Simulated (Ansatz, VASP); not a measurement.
Two plane-wave programs on Ag

Contents of POSCAR:

```
Ag
1.0
    2.7860321260      0.0000000000      0.0000000000
    0.0000000000      2.7860321260      0.0000000000
    0.0000000000      0.0000000000      2.7860321260
Ag
1
Direct
    0.0000000000      0.0000000000      0.0000000000
```

The input INCAR.step1:

```
SYSTEM = Ag
PREC = Accurate
ENCUT = 520
ISMEAR = -1
SIGMA = 0.1
LREAL = .False.
LASPH = .True.
NELM = 100
NBANDS = 12
GGA = PE
ALGO = Normal
EDIFF = 1E-4
LWAVE = .True.
LCHARG = .False.
```

INCAR.step2

```
SYSTEM = Ag
PREC = Accurate
ENCUT = 520
EDIFF = 1E-6
ISMEAR = -1
SIGMA = 0.1
LREAL = .False.
LASPH = .True.
NELM = 100
ALGO = Normal
ISIF = 2
LWAVE = .False.
LCHARG = .True.
METAGGA = R2SCAN
LMIXTAU = .True.
LELF = .True.
LVHAR = .True.
NBANDS = 12
ISTART = 1
```

KPOINTS

```
Automatic mesh
0
Gamma
  13 13 13
  0 0 0
```

Input for Ansatz:

```yaml
crystal:
  lattice:
    - [2.786032126, 0.0, 0.0]
    - [0.0, 2.786032126, 0.0]
    - [0.0, 0.0, 2.786032126]
  atoms:
    - { symbol: Ag, position: [0.0, 0.0, 0.0] }
hamiltonian:
  xc: r2scan
  pseudopotentials:
    kind: paw
    azcp:
      Ag: "pseudopotentials/Ag.paw.azcp"
basis:
  ecutwfc: 500
  fft_grid_basis: typed
kpoints:
  mp_grid: { grid: [13, 13, 13], shift: [0, 0, 0] }
magnetization:
  spin_polarized: false
scf:
  occupations: { method: fermi_dirac, width: 0.1 }
  lower_state_search: "off"
output:
  stress: true
  write_density: true
  write_potential: true
  elf: true
  volumetric_format: npy
```

Alike in both runs: task single point; functional r2SCAN; k mesh 13 × 13 × 13; occupations fermi-dirac, width 0.1 eV; no spin polarisation.

|  | VASP | Ansatz |
| --- | --- | --- |
| version | VASP 6.6.1 | Ansatz 0.2.0 |
| potentials or method | VASP PAW PBE potentials, release 64 (Ag), cutoff 520 eV | plane waves (500 eV) with PAW, scalar-relativistic |
| valence electrons in the cell | 11 | 19 |

|  | VASP | Ansatz | Ansatz less VASP |
| --- | --- | --- | --- |
| pressure (GPa) | -4.8 | -4.9 | -0.07 |

VASP's potentials were made for PBE, not for r2SCAN. VASP's potentials hold 11 valence electrons a cell and Ansatz's 19, so a difference there can come from the potentials and not from the codes.
